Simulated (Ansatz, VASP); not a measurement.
Two plane-wave programs on CoO

```xyz
2
Lattice="0.0000 2.1315 2.1315 2.1315 0.0000 2.1315 2.1315 2.1315 0.0000" Properties=species:S:1:pos:R:3 pbc="T T T"
Co    0.0000    0.0000    0.0000
O     2.1315    2.1315    2.1315
```

Alike in both runs: task single point; functional PBE; k mesh 11 × 11 × 11; occupations gaussian, width 0.023 eV; collinear spin.

|  | VASP | Ansatz |
| --- | --- | --- |
| version | VASP 6.6.1 | Ansatz 0.2.0 |
| potentials or method | VASP PAW PBE potentials, release 64 (Co, O) | Ansatz PAW |
| plane-wave cutoff (eV) | 520 | 420 |
| valence electrons in the cell | 15 | 23 |

```csv
,VASP,Ansatz,Ansatz less VASP
gap on the k mesh at the Fermi level (eV),none,none,-
pressure (GPa),-2.4,-1.6,+0.81
net moment per atom (μB),1.46,1.49,+0.029
size of the moment on the site where the two differ most (μB),2.57,2.53,-0.042
```

Site moments also hang on the region over which each program counts them. A gap of «none» marks a metal or a gap that the smearing closes. VASP's potentials hold 15 valence electrons a cell and Ansatz's 23, so a difference there can come from the potentials and not from the codes.
